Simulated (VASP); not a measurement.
Set up this calculation in VASP 6.6.1, as the native input.

```yaml
Task: single point
Functional: PBEsol
Potentials_or_basis: VASP PAW PBE potentials, release 64 (Pt)
Cutoff: 520 eV
k_mesh: 11 × 11 × 11
Occupations: methfessel-paxton, width 0.1 eV
Spin: no spin polarisation
Dipole_correction: no
Further_INCAR_settings: ALGO = Normal; EDIFF = 1e-07; NBANDS = 11
```

The structure of Pt lies in POSCAR:

```
Pt
1.0
    0.0000000000      1.9570102613      1.9570102613
    1.9570102613      0.0000000000      1.9570102613
    1.9570102613      1.9570102613      0.0000000000
Pt
1
Direct
    0.0000000000      0.0000000000      0.0000000000
```

The input as run:

INCAR

```
SYSTEM = Pt
PREC     = Accurate       ! precision mode
ENCUT    = 520            ! plane-wave cutoff, eV
EDIFF    = 1E-7           ! SCF threshold, eV
ISMEAR   = 1              ! smearing method
SIGMA    = 0.1            ! smearing width, eV
LREAL    = .False.        ! projectors in reciprocal space
LASPH    = .True.         ! aspherical terms in the spheres
NELM     = 80             ! most SCF steps
ALGO     = Normal         ! electronic algorithm
ISIF     = 2              ! what is computed and relaxed
LWAVE    = .False.        ! write WAVECAR
LCHARG   = .False.        ! write CHGCAR
GGA      = PS             ! functional
NBANDS   = 11             ! bands
```

KPOINTS

```
Automatic mesh
0
Gamma
  11 11 11
  0 0 0
```

Potentials or basis: VASP PAW PBE potentials, release 64 (Pt).

The run is started by

```bash
$ cat potpaw_PBE.64/Pt/POTCAR > POTCAR
$ mpirun -np 1 vasp_std > vasp.out
```

It gave:

The pressure is 0.1 GPa. The band gap on the k mesh is zero (band 5 reaches 11.60 eV, above the bottom of band 6 at 9.47 eV).

Caveat: the PAW data sets were made with another functional, which shifts forces and pressure a little; spin-orbit coupling is left out, which moves the levels of the heavy elements.

Wall time 4.2 s on 1 thread of Intel(R) Xeon(R) 6975P-C (Granite Rapids), with other jobs on the host, peak memory 0.14 GiB.
